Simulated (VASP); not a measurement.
Input of a VASP 6.6.1 run:

The input INCAR:

```
SYSTEM = BP
PREC     = Accurate       ! precision mode
ENCUT    = 520            ! plane-wave cutoff, eV
EDIFF    = 1E-8           ! SCF threshold, eV
ISMEAR   = 0              ! smearing method
SIGMA    = 0.01           ! smearing width, eV
LREAL    = .FALSE.        ! projectors in reciprocal space
LASPH    = .TRUE.         ! aspherical terms in the spheres
NELM     = 80             ! most SCF steps
ALGO     = Normal         ! electronic algorithm
ISIF     = 2              ! what is computed and relaxed
LWAVE    = .FALSE.        ! write WAVECAR
LCHARG   = .FALSE.        ! write CHGCAR
METAGGA  = R2SCAN         ! meta-GGA
LMIXTAU  = .TRUE.       
LCALCEPS = .TRUE.
```

KPOINTS

```
Automatic mesh
0
G
  8 8 8
  0 0 0
```

File POSCAR:

```
BP
1.0
    0.0000000000      2.2683156689      2.2683156689
    2.2683156689      0.0000000000      2.2683156689
    2.2683156689      2.2683156689      0.0000000000
B P
1 1
Direct
    0.0000000000      0.0000000000      0.0000000000
    0.2500000000      0.2500000000      0.2500000000
```

Potentials or basis: VASP PAW PBE potentials, release 64 (B, P).

Run with:

```bash
$ cat potpaw_PBE.64/B/POTCAR potpaw_PBE.64/P/POTCAR > POTCAR
$ mpirun -np 1 vasp_std > vasp.out
```

Predict the electronic dielectric tensor (diagonal).

8.63.

Predict the Born charges (mean of the diagonal).

B -0.44; P +0.44 e.

Estimate the band gap on the k mesh.

1.48 eV (least direct gap 3.64 eV).

Dipole moments of the cell (e·Å, modulo the quantum): ionic 5.671, 5.671, 5.671; electronic 0.001, 0.001, 0.011

 A k mesh can miss the band edges.
